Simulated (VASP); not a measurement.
W8C9F3, 20 atoms in the cell. The cell holds a slab with vacuum, 20 atoms: a = 5.776 Å, b = 5.776 Å, c = 16.238 Å, α = 90.00°, β = 90.00°, γ = 120.00°. 

| Item | Value |
| --- | --- |
| Program | VASP 6.6.1 |
| Task | single point |
| Functional | PBEsol |
| Potentials or basis | VASP PAW PBE potentials, release 64 (W_sv, C, F) |
| Cutoff | 520 eV |
| k mesh | 3 × 3 × 1 |
| Occupations | fermi-dirac, width 0.15 eV |
| Spin | no spin polarisation |
| Dipole correction | no |
| Further INCAR settings | LREAL = Auto; ALGO = Normal; EDIFF = 1e-06; NBANDS = 100 |

Potentials or basis: VASP PAW PBE potentials, release 64 (W_sv, C, F).

Run with:

```console
$ cat potpaw_PBE.64/W_sv/POTCAR potpaw_PBE.64/C/POTCAR potpaw_PBE.64/F/POTCAR > POTCAR
$ mpirun -np 1 vasp_std > vasp.out
```

Hardware: 1 thread of Intel Xeon 8259CL (shared host).

Problem. How long does it take, and how much memory?

Solution. Run time: 25 min on 1 thread of Intel Xeon 8259CL (shared host), peak memory 0.68 GiB. Counts: scf iterations 28, k points 5.
